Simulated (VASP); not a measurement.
# BN (R3m) in VASP: notebook

The runs below take BN through single point, with LDA, PBE.

Program: VASP 6.6.1. These are calculated values, not measurements. Logs are shortened: lines on timing, memory, paths and dates and some standing lists are left out, and cuts for length are marked.

### Step 1. The cell of the first run

It takes space group R3m (No. 160, trigonal). The conventional cell has a = 2.473 Å, b = 2.473 Å, c = 8.451 Å, α = 90.00°, β = 90.00°, γ = 120.00°. Within 1.9 Å of B (site symmetry 3m) lie 3 N at 1.43 Å. N (site symmetry 3m) has 3 B at 1.43 Å within 1.9 Å.

### Step 2. Single point, LDA

The input, INCAR:

```
ALGO = Normal
EDIFF = 1E-6
ENCUT = 600
GGA = CA
GGA_COMPAT = False
ISIF = 2
ISMEAR = 0
LASPH = True
LCHARG = True
LELF = True
LREAL = False
LVHAR = True
LWAVE = False
NBANDS = 11
NELM = 120
PREC = Accurate
SIGMA = 0.01
```

The input, KPOINTS:

```
k-points
0
Gamma
  12 12 12
```

The input, POSCAR:

```
BN
1.0
    1.2363443025      0.7138037159      2.8171288575
   -1.2363443025      0.7138037159      2.8171288575
    0.0000000000     -1.4276074318      2.8171288575
B N
1 1
Direct
    1.0004970133      1.0004970133      1.0004970133
    0.3319359867      0.3319359867      0.3319359867
```

Potentials or basis: VASP PAW LDA potentials, release 64 (B, N).

On the command line:

```sh
> cat potpaw_LDA.64/B/POTCAR potpaw_LDA.64/N/POTCAR > POTCAR
> mpirun -np 1 vasp_std > vasp.out
```

OUTCAR:

```text
EDIFF = 1E-6
   ENCUT = 600
   GGA = CA
   ISIF = 2
   ISMEAR = 0
   LASPH = True
   LREAL = False
   NELM = 120
   PREC = Accurate

 ion  position               nearest neighbor table
   1  0.000  0.000  0.000-   2 1.43   2 1.43   2 1.43
   2  0.332  0.332  0.332-   1 1.43   1 1.43   1 1.43

  LATTYP: Found a trigonal (rhomboedric) cell.
 ALAT       =     3.1582080329
 COS(alpha) =     0.6935021788

  Lattice vectors:

 A1 = (   1.2363443025,   0.7138037159,   2.8171288575)
 A2 = (  -1.2363443025,   0.7138037159,   2.8171288575)
 A3 = (   0.0000000000,  -1.4276074318,   2.8171288575)

Analysis of symmetry for initial positions (statically):
=====================================================================
 Subroutine PRICEL returns:
 Original cell was already a primitive cell.

 Routine SETGRP: Setting up the symmetry group for a
 trigonal (rhombohedral) supercell.

 Subroutine GETGRP returns: Found  6 space group operations
 (whereof  6 operations were pure point group operations)
 out of a pool of 12 trial point group operations.

The static configuration has the point symmetry C_3v.

Analysis of symmetry for dynamics (positions and initial velocities):
=====================================================================
 Subroutine PRICEL returns:
 Original cell was already a primitive cell.

 Routine SETGRP: Setting up the symmetry group for a
 trigonal (rhombohedral) supercell.

 Subroutine GETGRP returns: Found  6 space group operations
 (whereof  6 operations were pure point group operations)
 out of a pool of 12 trial point group operations.

The dynamic configuration has the point symmetry C_3v.

 Subroutine INISYM returns: Found  6 space group operations
 (whereof  6 operations are pure point group operations),
 and found     1 'primitive' translations

----------------------------------------------------------------------------------------

                                     Primitive cell

  volume of cell :      14.9168

  direct lattice vectors                    reciprocal lattice vectors
     1.236344303  0.713803716  2.817128858     0.404418089  0.233490892  0.118323779
    -1.236344303  0.713803716  2.817128858    -0.404418089  0.233490892  0.118323779
     0.000000000 -1.427607432  2.817128858     0.000000000 -0.466981785  0.118323779

  length of vectors
     3.158208033  3.158208033  3.158208033     0.481739042  0.481739042  0.481739042

  position of ions in fractional coordinates (direct lattice)
     0.000497013  0.000497013  0.000497013
     0.331935987  0.331935987  0.331935987

  ion indices of the primitive-cell ions
   primitive index   ion index
                 1           1
                 2           2

----------------------------------------------------------------------------------------

 KPOINTS: k-points

Automatic generation of k-mesh.
 Grid dimensions read from file:
 generate k-points for:   12   12   12

 Generating k-lattice:

  Cartesian coordinates                     Fractional coordinates (reciprocal lattice)
     0.033701507  0.019457574  0.009860315     0.083333333  0.000000000  0.000000000
    -0.033701507  0.019457574  0.009860315     0.000000000  0.083333333  0.000000000
     0.000000000 -0.038915149  0.009860315     0.000000000  0.000000000  0.083333333

  Length of vectors
     0.040144920  0.040144920  0.040144920

  Shift w.r.t. Gamma in fractional coordinates (k-lattice)
     0.000000000  0.000000000  0.000000000

 Subroutine IBZKPT returns following result:
 ===========================================

 Found    189 irreducible k-points:

 Following reciprocal coordinates:
            Coordinates               Weight
  0.000000  0.000000  0.000000      1.000000
  0.083333  0.000000  0.000000      6.000000
  0.166667 -0.000000 -0.000000      6.000000
  0.250000  0.000000 -0.000000      6.000000
  0.333333 -0.000000 -0.000000      6.000000
  0.416667  0.000000 -0.000000      6.000000
[... 16 lines left out ...]
  0.500000  0.166667 -0.000000     12.000000
 -0.416667  0.166667  0.000000     12.000000
 [... further k-points ...]
   k-points           NKPTS =    189   k-points in BZ     NKDIM =    189   number of bands    NBANDS=     11
   number of dos      NEDOS =    301   number of ions     NIONS =      2
   total plane-waves  NPLWV =  21952
   dimension x,y,z NGX =    28 NGY =   28 NGZ =   28
   dimension x,y,z NGXF=    56 NGYF=   56 NGZF=   56
   ions per type =               1   1
   NGX,Y,Z   is equivalent  to a cutoff of  14.74, 14.74, 14.74 a.u.
   NGXF,Y,Z  is equivalent  to a cutoff of  29.48, 29.48, 29.48 a.u.
 SYSTEM =  unknown system
   PREC   = accura    normal or accurate (medium, high low for compatibility)
   ISTART =      0    job   : 0-new  1-cont  2-samecut
   ICHARG =      2    charge: 1-file 2-atom 10-const
   ISPIN  =      1    spin polarized calculation?
   LNONCOLLINEAR =      F non collinear calculations
   LSORBIT =      F    spin-orbit coupling
   LASPH  =      T    aspherical Exc in radial PAW
   ENCUT  =  600.0 eV  44.10 Ry    6.64 a.u.   6.31  6.31  6.31*2*pi/ulx,y,z
   NELM   =    120;   NELMIN=  2; NELMDL= -5     # of ELM steps
   EDIFF  = 0.1E-05   stopping-criterion for ELM
   LREAL  =      F    real-space projection
[... 7 lines left out ...]
   TEBEG  =    0.0;   TEEND  =   0.0 temperature during run
   PSTRESS=    0.0 pullay stress
   NELECT =       8.0000    total number of electrons
   NUPDOWN=      -1.0000    fix difference up-down
   EMIN   =  10.00;   EMAX   =-10.00  energy-range for DOS
   EFERMI =   0.00;   METHOD = LEGACY
   ISMEAR =     0;   SIGMA  =   0.01  broadening in eV -4-tet -1-fermi 0-gaus
   EFERMI_NEDOS =   21; number of points for ismear=-14 and -15
   IALGO  =     38    algorithm
   IMIX   =      4    mixing-type and parameters
     AMIX     =   0.40;   BMIX     =  1.00
     AMIX_MAG =   1.60;   BMIX_MAG =  1.00
  volume/ion in A,a.u.               =       7.46        50.33
  Fermi-wavevector in a.u.,A,eV,Ry     =   1.330085  2.513496 24.070425  1.769126
  Thomas-Fermi vector in A             =   2.459199
   LORBIT       =      0    0 simple, 1 ext, 2 COOP (PROOUT), +10 PAW based schemes
   GGA     = CA    functional components
   LHFCALC =     F    Hartree Fock is set to
   AEXX    =    0.0000 exact exchange contribution
   IVDW    =     0    specifies the selected vdW correction
   LEPSILON=     F    determine dielectric tensor
   LRPA    =     F    only Hartree local field effects (RPA)
 non-spin polarized calculation
 Gauss-broadening in eV      SIGMA  =   0.01
  energy-cutoff  :      600.00
  volume of cell :       14.92
 maximum number of plane-waves:       514
 NGX is ok and might be reduce to    28
   NGX = 13   NGY = 13   NGZ = 13

 number of electron       8.0000000 magnetization

 Free energy of the ion-electron system (eV)
  ---------------------------------------------------
  ext. energy  EPLUGINS =         0.00000000
  ---------------------------------------------------
  free energy    TOTEN  =       -19.24070035 eV

  energy without entropy =      -19.24070035  energy(sigma->0) =      -19.24070035

 E-fermi :   4.1167     XC(G=0): -11.6324

 val. band max:        3.9688576804   @ k =  -0.1667   0.4167   0.0833
 cond. band min:       7.5597677684   @ k =   0.5000   0.5000  -0.0000
 fundamental gap:      3.5909100880
 Fermi energy:         4.1166636580

 k-point     1 :       0.0000    0.0000    0.0000
  band No.  band energies     occupation
      1     -14.3263      2.00000
      2       0.7823      2.00000
      3       2.5989      2.00000
      4       2.5989      2.00000
      5      10.3371      0.00000
      6      15.7302      0.00000
      7      15.7302      0.00000
      8      17.3332      0.00000
      9      20.3417      0.00000
     10      30.5797      0.00000
     11      32.7173      0.00000

 k-point     2 :       0.0833    0.0000    0.0000
  band No.  band energies     occupation
      1     -14.1765      2.00000
      2       0.8921      2.00000
      3       2.0278      2.00000
      4       2.3372      2.00000
      5      10.6418      0.00000
      6      15.6316      0.00000
      7      16.3366      0.00000
      8      16.8866      0.00000
      9      20.7449      0.00000
     10      30.4109      0.00000
     11      31.0101      0.00000

 k-point     3 :       0.1667   -0.0000   -0.0000
  band No.  band energies     occupation
      1     -13.7345      2.00000
      2       0.5408      2.00000
      3       1.2641      2.00000
      4       1.7002      2.00000
      5      11.3873      0.00000
      6      15.1949      0.00000
      7      16.0019      0.00000
      8      17.9854      0.00000
      9      21.6772      0.00000
     10      27.8366      0.00000
     11      28.8705      0.00000

 k-point     4 :       0.2500    0.0000   -0.0000
  band No.  band energies     occupation
      1     -13.0277      2.00000
      2      -1.3077      2.00000
      3       0.9625      2.00000
      4       1.8053      2.00000
      5      12.0575      0.00000
      6      14.0089      0.00000
      7      15.9463      0.00000
      8      20.3219      0.00000
      9      22.3978      0.00000
     10      26.0858      0.00000
     11      27.1428      0.00000
[... 239 lines left out ...]
 k-point    22 :       0.4167    0.1667   -0.0000
  band No.  band energies     occupation
      1     -11.6347      2.00000
      2      -3.2239      2.00000
      3      -0.8903      2.00000
      4       2.1361      2.00000
      5      10.8095      0.00000
      6      15.8185      0.00000
      7      17.2918      0.00000
      8      20.2977      0.00000
      9      22.2375      0.00000
     10      25.8383      0.00000
     11      29.5081      0.00000

 k-point    23 :       0.5000    0.1667   -0.0000
  band No.  band energies     occupation
      1     -10.8011      2.00000
      2      -4.5527      2.00000
      3      -1.3863      2.00000
      4       2.9905      2.00000
      5       9.7476      0.00000
      6      16.0405      0.00000
      7      17.9513      0.00000
      8      19.8633      0.00000
      9      23.1613      0.00000
     10      25.9061      0.00000
     11      29.5424      0.00000

 k-point    24 :      -0.4167    0.1667    0.0000
  band No.  band energies     occupation
      1     -10.4649      2.00000
      2      -5.0761      2.00000
      3      -1.5593      2.00000
      4       3.6940      2.00000
      5       9.1590      0.00000
      6      15.8251      0.00000
      7      18.1720      0.00000
      8      19.1304      0.00000
      9      23.6968      0.00000
     10      26.4714      0.00000
     11      29.3667      0.00000

 [... further k-points ...]
[... 5 lines left out ...]
  --------------------------------------------------------------------------------------
  -------------------------------------------------------------------------------------
  Total        0.9036695      0.9036695      0.8112004      0.0000000      0.0000000     -0.0000000
  in kB       97.0608338     97.0608338     87.1289617      0.0000000      0.0000000     -0.0000000
  external PRESSURE =      93.7502098 kB  Pullay stress =       0.0000000 kB

 VOLUME and BASIS-vectors are now :
 -----------------------------------------------------------------------------
  energy-cutoff  :      600.00
  volume of cell :       14.92
      direct lattice vectors                 reciprocal lattice vectors
     1.236344303  0.713803716  2.817128858     0.404418089  0.233490892  0.118323779
    -1.236344303  0.713803716  2.817128858    -0.404418089  0.233490892  0.118323779
     0.000000000 -1.427607432  2.817128858     0.000000000 -0.466981785  0.118323779

 POSITION                                       TOTAL-FORCE (eV/Angst)
 -----------------------------------------------------------------------------------
      0.00000      0.00000      0.00420         0.000000      0.000000      0.000819
      0.00000      0.00000      2.80532         0.000000      0.000000     -0.000819
 -----------------------------------------------------------------------------------
    total drift:                                0.000000     -0.000000     -0.000005

  FREE ENERGIE OF THE ION-ELECTRON SYSTEM (eV)
  ---------------------------------------------------
  free  energy   TOTEN  =       -19.2407003465 eV

  energy  without entropy=      -19.2407003465  energy(sigma->0) =      -19.24070035
```

It took 2.4 min on 1 thread of AMD EPYC 7R13, shared host; peak memory 0.13 GiB.

What came out:

- Free energy: -19.2407 eV
- Pressure: 9.4 GPa
- Band gap on the k mesh: 3.59 eV, indirect (least direct gap 4.78 eV)

Stress tensor (GPa, compression positive):
```
9.71 0.00 0.00
0.00 9.71 0.00
0.00 0.00 8.71
```

A k mesh can miss the band edges. Expect the measured gap to be larger: semilocal functionals such as LDA lack the derivative discontinuity.

### Step 3. Single point, PBE

This run uses another cell than the first one, of 8.65 Å³/atom, 1.160 times its volume.

The input, INCAR:

```
PREC     = Accurate       # precision mode
ENCUT    = 600            # plane-wave cutoff, eV
EDIFF    = 1E-6           # SCF threshold, eV
ISMEAR   = -4             # smearing method
SIGMA    = 0.02           # smearing width, eV
LREAL    = F              # projectors in reciprocal space
LASPH    = T              # aspherical terms in the spheres
NELM     = 120            # most SCF steps
ALGO     = Normal         # electronic algorithm
ISIF     = 2              # what is computed and relaxed
LWAVE    = F              # write WAVECAR
LCHARG   = F              # write CHGCAR
GGA      = PE             # functional
NBANDS   = 11             # bands
GGA_COMPAT= F
```

The input, KPOINTS:

```
Automatic mesh
0
Gamma
  12 12 12
```

The input, POSCAR:

```
BN
1.0
    1.2442989936      0.7183963589      3.2270098092
   -1.2442989936      0.7183963589      3.2270098092
    0.0000000000     -1.4367927178      3.2270098092
B N
1 1
Direct
    0.9997366515      0.9997366515      0.9997366515
    0.3326963485      0.3326963485      0.3326963485
```

Potentials or basis: VASP PAW PBE potentials, release 64 (B, N).

On the command line:

```sh
> cat potpaw_PBE.64/B/POTCAR potpaw_PBE.64/N/POTCAR > POTCAR
> mpirun -np 1 vasp_std > vasp.out
```

Run time: 2.4 min. Hardware: 1 thread of AMD EPYC 7R13, shared host; peak memory 0.15 GiB.

The run converged. Its results:

- Free energy: -17.5596 eV
- Pressure: 8.3 GPa
- Band gap on the k mesh: 4.22 eV, indirect (least direct gap 4.75 eV)

Stress tensor (GPa, compression positive):
```
10.66  0.00  0.00
 0.00 10.66  0.00
 0.00  0.00  3.71
```

Levels at points of the mesh, in eV from the valence-band top:
```
           k point  band 1  band 2  band 3  band 4  band 5  band 6  band 7  band 8  band 9
(0.00, 0.00, 0.00)  -17.92   -4.00   -1.25   -1.25    5.45   11.84   11.84   13.42   15.26
(0.50, 0.00, 0.00)  -14.64   -9.01   -4.07   -0.53    5.40   10.18   13.39   15.55   20.53
(0.50, 0.50, 0.00)  -14.55   -8.85   -4.16   -1.26    4.22   10.06   14.69   18.36   21.16
(0.50, 0.50, 0.50)  -17.56   -6.40   -1.28   -1.28   10.68   11.74   11.74   12.78   17.20
```

### Step 4. Single point, LDA

This run uses another cell than the first one, of 9.14 Å³/atom, 1.226 times its volume.

The input, INCAR:

```
  PREC = Accurate
  ENCUT = 600
  EDIFF = 1E-6
  ISMEAR = 0
  SIGMA = 0.1
  LREAL = F
  LASPH = T
  NELM = 120
  ALGO = Normal
  ISIF = 2
  LWAVE = F
  LCHARG = F
  GGA = CA
  NBANDS = 11
  GGA_COMPAT = F
```

KPOINTS is that of step 3.

The input, POSCAR:

```
BN
1.0
    1.2511217832      0.7223354983      3.3729344033
   -1.2511217832      0.7223354983      3.3729344033
    0.0000000000     -1.4446709967      3.3729344033
B N
1 1
Direct
    0.9996712000      0.9996712000      0.9996712000
    0.3327618000      0.3327618000      0.3327618000
```

Potentials or basis: VASP PAW LDA potentials, release 64 (B, N).

On the command line:

```sh
> cat potpaw_LDA.64/B/POTCAR potpaw_LDA.64/N/POTCAR > POTCAR
> mpirun -np 1 vasp_std > vasp.out
```

It took 2.9 min on 1 thread of AMD EPYC 7R13, shared host; peak memory 0.14 GiB.

The run converged. Its results:

| Item | Value |
| --- | --- |
| Free energy | -19.2887 eV |
| Pressure | -4.0 GPa |
| Band gap on the k mesh | 4.09 eV, indirect (least direct gap 4.55 eV) |

Forces on the atoms (eV/Å):
```
B    0.000  0.000 -0.002
N    0.000  0.000  0.002
```

Stress tensor (GPa, compression positive):
```
-5.37  0.00  0.00
 0.00 -5.37  0.00
 0.00  0.00 -1.19
```

Levels at points of the mesh, in eV from the valence-band top:
| k point | band 2 | band 3 | band 4 | band 5 | band 6 | band 7 |
| --- | --- | --- | --- | --- | --- | --- |
| (0.00, 0.00, 0.00) | -4.20 | -1.30 | -1.30 | 4.84 | 11.57 | 11.57 |
| (0.50, 0.00, 0.00) | -8.89 | -4.08 | -0.60 | 5.14 | 9.89 | 12.70 |
| (0.50, 0.50, 0.00) | -8.76 | -4.14 | -1.20 | 4.09 | 9.90 | 13.88 |
| (0.50, 0.50, 0.50) | -6.24 | -1.31 | -1.31 | 9.83 | 11.49 | 11.49 |

### Step 5. The runs side by side

```tsv
level	potentials or basis	cell	smearing	gap on the mesh (eV)	pressure (GPa)
LDA	VASP PAW LDA potentials, release 64 (B, N)	a = 3.158 Å, angles 46.1°, 2 atoms	gaussian 0.01 eV	3.59	9.4
PBE	VASP PAW PBE potentials, release 64 (B, N)	a = 3.532 Å, angles 41.3°, 2 atoms	tetrahedron	4.22	8.3
LDA	VASP PAW LDA potentials, release 64 (B, N)	a = 3.669 Å, angles 39.9°, 2 atoms	gaussian 0.1 eV	4.09	-4.0
```

Alike in all rows: task single point; no spin polarisation; k mesh 12 × 12 × 12; cutoff (eV) 600.

Total energies depend on the potentials used, so only differences within one code and one set of settings carry meaning.
